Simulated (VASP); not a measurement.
Input of a VASP 6.6.1 run:

Contents of INCAR:

```
SYSTEM = CdS
PREC     = Accurate       ! precision mode
ENCUT    = 520            ! plane-wave cutoff, eV
EDIFF    = 1E-7           ! SCF threshold, eV
ISMEAR   = 0              ! smearing method
SIGMA    = 0.01           ! smearing width, eV
LREAL    = .False.        ! projectors in reciprocal space
LASPH    = .True.         ! aspherical terms in the spheres
NELM     = 60             ! most SCF steps
ALGO     = Normal         ! electronic algorithm
ISIF     = 2              ! what is computed and relaxed
LWAVE    = .False.        ! write WAVECAR
LCHARG   = .False.        ! write CHGCAR
GGA      = PE             ! functional
NBANDS   = 26             ! bands
```

File KPOINTS:

```
regular mesh
0
Gamma
  6 6 4
  0 0 0
```

The input POSCAR:

```
CdS
1.0
    3.8410415740      0.0000000000      0.0000000000
   -1.9205207870      3.3264395801      0.0000000000
    0.0000000000      0.0000000000      6.4452706236
Cd S
2 2
Direct
    0.0000000000      0.0000000000      0.0000000000
    0.0000000000      0.0000000000      0.5000000000
    0.3333333333      0.6666666667      0.2500000000
    0.6666666667      0.3333333333      0.7500000000
```

Potentials or basis: VASP PAW PBE potentials, release 64 (Cd, S).

Launch:

```sh
$ cat potpaw_PBE.64/Cd/POTCAR potpaw_PBE.64/S/POTCAR > POTCAR
$ mpirun -np 1 vasp_std > vasp.out
```

Q: Predict the pressure.

A: 2.2 GPa.

Q: What does it give for the band gap on the k mesh?

A: 0.63 eV, direct.

Stress tensor (GPa, compression positive):
```
2.24 0.00 0.00
0.00 2.24 0.00
0.00 0.00 2.07
```

A k mesh can miss the band edges. PBE gaps usually lie below the measured ones, often by a third to a half.
